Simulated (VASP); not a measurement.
# C (P6/mmm) in VASP: further runs, part 2 of 2

VASP 6.6.1. The steps go on from the part before.

## (4) Relaxation of cell and atoms, PBE

This run uses another cell than the first one: it holds 3 atoms, not 1.

File INCAR:

```
ALGO = Normal
EDIFF = 1E-6
EDIFFG = -0.04
ENCUT = 600
GGA = PE
IBRION = 2
ISIF = 3
ISMEAR = 0
LASPH = T
LCHARG = F
LREAL = F
LWAVE = F
NELM = 60
NSW = 90
PREC = Accurate
SIGMA = 0.1
```

File KPOINTS:

```
k-points
0
Gamma
  6 6 6
```

File POSCAR:

```
C
1.0
    4.1527998194      0.0000000000      0.0000000000
   -2.0763999097      3.5964301404      0.0000000000
    0.0000000000      0.0000000000      2.5458468458
C
3
Direct
    0.0000000000      0.0000000000      0.0000000000
    0.3333333333      0.6666666667      0.5000000000
    0.6666666667      0.3333333333      0.5000000000
```

Potentials or basis: VASP PAW PBE potentials, release 64 (C).

Started as:

```console
$ cat potpaw_PBE.64/C/POTCAR > POTCAR
$ mpirun -np 1 vasp_std > vasp.out
```

OUTCAR:

```text
EDIFF = 1E-6
   EDIFFG = -0.04
   ENCUT = 600
   GGA = PE
   IBRION = 2
   ISIF = 3
   ISMEAR = 0
   LASPH = T
   LREAL = F
   NELM = 60
   NSW = 90
   PREC = Accurate

 ion  position               nearest neighbor table
   1  0.000  0.000  0.000-
   2  0.333  0.667  0.500-
   3  0.667  0.333  0.500-

  LATTYP: Found a hexagonal cell.
 ALAT       =     4.1527998194
 C/A-ratio  =     0.6130434783

  Lattice vectors:

 A1 = (   4.1527998194,   0.0000000000,   0.0000000000)
 A2 = (  -2.0763999097,   3.5964301404,   0.0000000000)
 A3 = (   0.0000000000,   0.0000000000,   2.5458468458)

Analysis of symmetry for initial positions (statically):
=====================================================================
 Subroutine PRICEL returns:
 Original cell was already a primitive cell.

 Routine SETGRP: Setting up the symmetry group for a
 hexagonal supercell.

 Subroutine GETGRP returns: Found 24 space group operations
 (whereof 24 operations were pure point group operations)
 out of a pool of 24 trial point group operations.

The static configuration has the point symmetry D_6h.

Analysis of symmetry for dynamics (positions and initial velocities):
=====================================================================
 Subroutine PRICEL returns:
 Original cell was already a primitive cell.

 Routine SETGRP: Setting up the symmetry group for a
 hexagonal supercell.

 Subroutine GETGRP returns: Found 24 space group operations
 (whereof 24 operations were pure point group operations)
 out of a pool of 24 trial point group operations.

The dynamic configuration has the point symmetry D_6h.

 Subroutine INISYM returns: Found 24 space group operations
 (whereof 24 operations are pure point group operations),
 and found     1 'primitive' translations

----------------------------------------------------------------------------------------

                                     Primitive cell

  volume of cell :      38.0229

[... 98 lines left out ...]
   POTIM  = 0.5000    time-step for ionic-motion
   TEBEG  =    0.0;   TEEND  =   0.0 temperature during run
   PSTRESS=    0.0 pullay stress
   NELECT =      12.0000    total number of electrons
   NUPDOWN=      -1.0000    fix difference up-down
   EMIN   =  10.00;   EMAX   =-10.00  energy-range for DOS
   EFERMI =   0.00;   METHOD = LEGACY
   ISMEAR =     0;   SIGMA  =   0.10  broadening in eV -4-tet -1-fermi 0-gaus
   EFERMI_NEDOS =   21; number of points for ismear=-14 and -15
   IALGO  =     38    algorithm
   IMIX   =      4    mixing-type and parameters
     AMIX     =   0.40;   BMIX     =  1.00
     AMIX_MAG =   1.60;   BMIX_MAG =  1.00
  volume/ion in A,a.u.               =      12.67        85.53
  Fermi-wavevector in a.u.,A,eV,Ry     =   1.114603  2.106295 16.903065  1.242340
  Thomas-Fermi vector in A             =   2.251200
   LORBIT       =      0    0 simple, 1 ext, 2 COOP (PROOUT), +10 PAW based schemes
   GGA     = PE    functional components
   LHFCALC =     F    Hartree Fock is set to
   AEXX    =    0.0000 exact exchange contribution
   IVDW    =     0    specifies the selected vdW correction
   LEPSILON=     F    determine dielectric tensor
   LRPA    =     F    only Hartree local field effects (RPA)
 conjugate gradient relaxation of ions
 non-spin polarized calculation
 Gauss-broadening in eV      SIGMA  =   0.10
  energy-cutoff  :      600.00
  volume of cell :       38.02
 maximum number of plane-waves:      1290
 NGX is ok and might be reduce to    36

--------------------------------------- Ionic step        1  -------------------------------------------

 number of electron      12.0000000 magnetization

 Free energy of the ion-electron system (eV)
  ---------------------------------------------------
  ext. energy  EPLUGINS =         0.00000000
  ---------------------------------------------------
  free energy    TOTEN  =       -11.87314227 eV

  energy without entropy =      -11.86538752  energy(sigma->0) =      -11.86926490

 E-fermi :   1.6384     XC(G=0): -10.1488

 val. band max:        1.6373516412   @ k =   0.1667   0.0000   0.1667
 cond. band min:       1.6522787049   @ k =   0.1667   0.0000   0.5000
 fundamental gap:      0.0149270637
 Fermi energy:         1.6384403642
[... 1049 lines left out ...]
 k-point    24 :       0.3333    0.0000    0.5000
  band No.  band energies     occupation
      1      -5.5822      2.00000
      2      -5.5429      2.00000
      3      -5.5020      2.00000
      4      16.3766      0.00000
      5      17.0163      0.00000
      6      17.2441      0.00000
      7      17.8896      0.00000
      8      18.4620      0.00000
      9      18.4974      0.00000
     10      18.6223      0.00000

 [... further k-points ...]

[... ionic steps 4 to 36 ...]

--------------------------------------- Ionic step       37  -------------------------------------------

 number of electron      12.0000000 magnetization

------------------------ aborting loop because EDIFF is reached ----------------------------------------
[... 390 lines left out ...]
--------------------------------------- Ionic step       39  -------------------------------------------

 number of electron      12.0000002 magnetization

 Free energy of the ion-electron system (eV)
  ---------------------------------------------------
  ext. energy  EPLUGINS =         0.00000000
  ---------------------------------------------------
  free energy    TOTEN  =       -25.46347195 eV

  energy without entropy =      -25.46347195  energy(sigma->0) =      -25.46347195

 E-fermi :   0.0258     XC(G=0):  -8.9007

 val. band max:       -0.4625348763   @ k =   0.0000   0.0000   0.1667
 cond. band min:       4.4401311395   @ k =   0.5000   0.0000   0.3333
 fundamental gap:      4.9026660158
 Fermi energy:         0.0258156862
[... 342 lines left out ...]
  FREE ENERGIE OF THE ION-ELECTRON SYSTEM (eV)
  ---------------------------------------------------
  free  energy   TOTEN  =       -25.4634719526 eV

  energy  without entropy=      -25.4634719526  energy(sigma->0) =      -25.46347195

 reached required accuracy - stopping structural energy minimisation
```

CONTCAR:

```text
C
   1.00000000000000
     5.7669279324024956    0.0000000000000001    0.0000000000000000
    -2.8834639662012478    4.9943060912068482   -0.0000000000000001
    -0.0000000000000000   -0.0000000000000000    1.2702633483188945
  C
     3
Direct
     0.0000000000000000    0.0000000000000000    0.0000000000000000
     0.3333333332999970    0.6666666667000030    0.5000000000000000
     0.6666666667000030    0.3333333332999970    0.5000000000000000

  0.00000000E+00  0.00000000E+00  0.00000000E+00
  0.00000000E+00  0.00000000E+00  0.00000000E+00
  0.00000000E+00  0.00000000E+00  0.00000000E+00
```

It took 2.7 min on 1 thread of Intel Xeon Platinum 8375C at 2.90GHz (Ice Lake), shared host; peak memory 0.17 GiB.

Results:

```yaml
Free_energy: -25.4635 eV
Relaxed_volume: 12.20 Å³/atom
Relaxed_cell: a = 5.767 Å, b = 5.767 Å, c = 1.270 Å, α = 90.00°, β = 90.00°, γ = 120.00°
Space_group_after_relaxing_to_0.1_Å: P6/mmm (No. 191)
Pressure_after_relaxing: 0.1 GPa
Band_gap_on_the_k_mesh: zero (bands 6 and 7 overlap by 15.34 eV)
```

Final structure:
```cif
data_structure
_symmetry_space_group_name_H-M 'P 1'
_symmetry_Int_Tables_number 1
_cell_length_a 5.7669
_cell_length_b 5.7669
_cell_length_c 1.2703
_cell_angle_alpha 90.000
_cell_angle_beta 90.000
_cell_angle_gamma 120.000
_cell_volume 36.59
loop_
_atom_site_label
_atom_site_type_symbol
_atom_site_fract_x
_atom_site_fract_y
_atom_site_fract_z
_atom_site_occupancy
C1 C 0.00000 0.00000 0.00000 1
C2 C 0.33333 0.66667 0.50000 1
C3 C 0.66667 0.33333 0.50000 1
```

Caveat: the k points lie up to 0.82 Å⁻¹ apart in the final cell, too coarse for converged energies and pressures of a metal; a cell axis changed by over 15 % at a fixed basis, so the end point is rough.

## (5) Single point, PBE

This run uses another cell than the first one: it holds 6 atoms, not 1.

File INCAR:

```
SYSTEM = C
PREC = Accurate
ENCUT = 520
EDIFF = 1E-7
ISMEAR = 0
SIGMA = 0.1
LREAL = .False.
LASPH = .True.
NELM = 100
ALGO = Normal
ISIF = 2
LWAVE = .False.
LCHARG = .False.
GGA = PE
NBANDS = 21
```

File KPOINTS:

```
Automatic mesh
0
Gamma
  10 6 6
  0 0 0
```

File POSCAR:

```
C
1.0
    0.0000000000      0.0000000000      2.5678443017
    6.2729355865      0.0000000000      0.0000000000
   -3.1364677932      5.4325215742      0.0000000000
C
6
Direct
    0.5000000000      1.0000000000      0.0000000000
    0.0000000000      0.0000000000      0.0000000000
    0.2500000000      0.3333333333      0.6666666667
    0.7500000000      0.3333333333      0.6666666667
    0.2500000000      0.6666666667      0.3333333333
    0.7500000000      0.6666666667      0.3333333333
```

Started as:

```console
$ cat potpaw_PBE.64/C/POTCAR > POTCAR
$ mpirun -np 1 vasp_std > vasp.out
```

Wall time 62 s (1 thread of Intel Xeon Platinum 8375C at 2.90GHz (Ice Lake), shared host); peak memory 0.21 GiB.

The run converged. Its results:

| Quantity | Value |
| --- | --- |
| Free energy | -49.3835 eV |
| Pressure | -0.2 GPa |
| Band gap on the k mesh | zero (bands 12 and 13 overlap by 0.47 eV) |

Stress tensor (GPa, compression positive):
```
-0.10  0.00  0.00
 0.00 -0.10  0.00
 0.00  0.00 -0.35
```

Levels at points of the mesh, in eV from the Fermi level:
| k point | band 9 | band 10 | band 11 | band 12 | band 13 | band 14 | band 15 | band 16 |
| --- | --- | --- | --- | --- | --- | --- | --- | --- |
| (0.00, 0.00, 0.00) | -5.74 | -5.74 | -4.70 | -4.70 | 4.67 | 8.26 | 8.44 | 8.62 |
| (0.50, 0.00, 0.00) | -0.41 | -0.41 | -0.41 | -0.41 | -0.41 | -0.41 | 0.54 | 0.54 |
| (0.00, 0.50, 0.00) | -5.59 | -5.00 | -4.98 | -4.98 | 6.71 | 6.71 | 7.06 | 8.37 |
| (0.50, 0.50, 0.00) | -0.30 | -0.30 | -0.30 | -0.30 | 0.26 | 0.26 | 0.28 | 0.28 |

## (6) The runs side by side

| task | potentials or basis | cell | k mesh | cutoff (eV) | gap on the mesh (eV) | pressure (GPa) | relaxed volume (Å³/atom) |
| --- | --- | --- | --- | --- | --- | --- | --- |
| relaxation of cell and atoms | VASP PAW PBE potentials, release 64 (C_h) | relaxed from a = 3.615, b = 3.615, c = 1.284 Å, angles 90.0, 90.0, 120.0°, 1 atom, atomic positions A | 18 × 18 × 42 | 910 | none | 0.1 | 16.83 |
| single point | VASP PAW PBE potentials, release 64 (C) | a = 7.088, b = 7.088, c = 1.273 Å, angles 90.0, 90.0, 120.0°, 3 atoms, atomic positions B | 6 × 6 × 6 | 520 | none | 0.0 | - |
| relaxation of cell and atoms | VASP PAW PBE potentials, release 64 (C) | relaxed from a = 4.153, b = 4.153, c = 2.546 Å, angles 90.0, 90.0, 120.0°, 3 atoms, atomic positions B | 6 × 6 × 6 | 600 | none | 0.1 | 12.20 |
| single point | VASP PAW PBE potentials, release 64 (C) | a = 2.568, b = 6.273, c = 6.273 Å, angles 120.0, 90.0, 90.0°, 6 atoms, atomic positions C | 10 × 6 × 6 | 520 | none | -0.2 | - |

Alike in all rows: level PBE; no spin polarisation; smearing gaussian 0.1 eV.

Caveats: some runs use coarse meshes; the cutoff is under 1.25 times the usual one of these potentials, so pressure, stress and relaxed cells hold a basis-set (Pulay) error (at least some runs); the volume moved by over 15 % at a fixed basis, so the end points are rough (at least some runs); a cell axis changed by over 15 % at a fixed basis, so the end point is rough (at least some runs).

Total energies depend on the potentials used, so only differences within one code and one set of settings carry meaning.
